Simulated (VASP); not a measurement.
**Cd3SeS2: single point with PBE**

The system is Cd3SeS2.

```
Cd Se S
1.0
     4.90340    0.00000    0.00000
     0.00000    4.90340    0.00000
     0.00000    0.00000    6.98281
Cd Se S
3 1 2
Direct
  0.50000 0.50000 0.00000
  0.00000 0.00000 0.00000
  0.50000 0.50000 0.50000
  0.00000 0.00000 0.50000
  0.00000 0.50000 0.26791
  0.50000 0.00000 0.73209
```

- Program: VASP 6.6.1
- Task: single point
- Functional: PBE
- Potentials or basis: VASP PAW PBE potentials, release 64 (Cd, Se, S)
- Cutoff: 520 eV
- k mesh: 4 × 4 × 4
- Occupations: gaussian, width 0.1 eV
- Spin: no spin polarisation
- Dipole correction: no
- Further INCAR settings: ALGO = Normal; EDIFF = 1e-07; NBANDS = 36

- Pressure: -4.4 GPa
- Largest force: 0.813 eV/Å
- Band gap on the k mesh: zero (band 27 reaches 2.15 eV, above the bottom of band 28 at 1.65 eV)

Forces in eV/Å, atoms in the order of the input:
```
Cd   0.000  0.000  0.000
Cd   0.000  0.000  0.000
Cd   0.000  0.000  0.000
Se   0.000  0.000  0.000
S    0.000  0.000 -0.813
S    0.000  0.000  0.813
```

Stress tensor (GPa, compression positive):
```
-4.67  0.00  0.00
 0.00 -4.67  0.00
 0.00  0.00 -3.89
```

Levels at points of the mesh, in eV from the Fermi level:
```
           k point  band 23  band 24  band 25  band 26  band 27  band 28  band 29  band 30  band 31  band 32
(0.00, 0.00, 0.00)    -2.52    -2.45    -2.45    -1.79    -0.22    -0.22     0.55     1.25     2.05     3.31
(0.50, 0.00, 0.00)    -2.96    -2.75    -1.23    -0.69    -0.06     0.16     0.67     0.87     3.13     3.59
(0.50, 0.50, 0.00)    -3.49    -3.39    -1.02    -1.02    -0.92     0.81     0.83     1.95     2.32     2.32
(0.00, 0.00, 0.50)    -2.82    -2.82    -2.14    -0.57    -0.38     0.04     0.04     1.15     3.00     3.03
(0.50, 0.00, 0.50)    -2.87    -2.71    -2.25    -0.25    -0.24     0.22     0.25     1.79     3.00     3.67
(0.50, 0.50, 0.50)    -4.07    -2.20    -0.42    -0.42    -0.32     0.50     1.20     1.22     1.87     1.87
```

Run time: 48 s on 1 thread of Intel(R) Xeon(R) 6975P-C (Granite Rapids), on a shared host, peak memory 0.29 GiB.
